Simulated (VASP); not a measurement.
## TiOs3: single point with PBE

The system is TiOs3.

```
Ti Os
1.0
     0.00000    3.09460    3.09460
     3.09460    0.00000    3.09460
     3.09460    3.09460    0.00000
Ti Os
1 3
Direct
  0.50000 0.50000 0.50000
  0.25000 0.25000 0.25000
  0.75000 0.75000 0.75000
  0.00000 0.00000 0.00000
```

```json
{
  "Program": "VASP 6.6.1",
  "Task": "single point",
  "Functional": "PBE",
  "Potentials or basis": "VASP PAW PBE potentials, release 64 (Ti_sv, Os)",
  "Cutoff": "520 eV",
  "k mesh": "6 × 6 × 6",
  "Occupations": "gaussian, width 0.1 eV",
  "Spin": "collinear spin, ferromagnetic start",
  "Starting moments": "[1.0, 1.0, 1.0, 1.0] μB"
}
```

The pressure is 0.0 GPa and the net moment is 1.07 μB per cell. The site moments are Ti +0.12; Os +0.20, +0.52 μB and the valence electrons inside the program's atomic spheres are Ti 10.37; Os 7.28, 7.29.

Levels at points of the mesh, in eV from the Fermi level:
Spin up:
| k point | band 16 | band 17 | band 18 | band 19 | band 20 | band 21 |
| --- | --- | --- | --- | --- | --- | --- |
| (0.00, 0.00, 0.00) | -1.82 | 0.03 | 0.03 | 0.66 | 0.66 | 2.38 |
| (0.50, 0.00, 0.00) | -3.23 | -0.12 | -0.12 | 0.59 | 0.59 | 1.45 |
| (0.50, 0.50, 0.00) | -0.86 | -0.76 | -0.42 | 0.17 | 0.17 | 0.55 |
Spin down:
```tsv
k point	band 15	band 16	band 17	band 18	band 19	band 20
(0.00, 0.00, 0.00)	-1.70	-1.70	0.40	0.40	0.86	0.86
(0.50, 0.00, 0.00)	-3.11	-3.11	0.20	0.20	0.82	0.82
(0.50, 0.50, 0.00)	-0.67	-0.67	-0.66	-0.18	0.24	0.24
```

It took 77 s on 1 thread of Intel(R) Xeon(R) Platinum 8259CL CPU @ 2.50GHz (Skylake/Cascade Lake) (shared host), peak memory 0.25 GiB.

Caveat: spin-orbit coupling is left out, which moves the levels of the heavy elements.
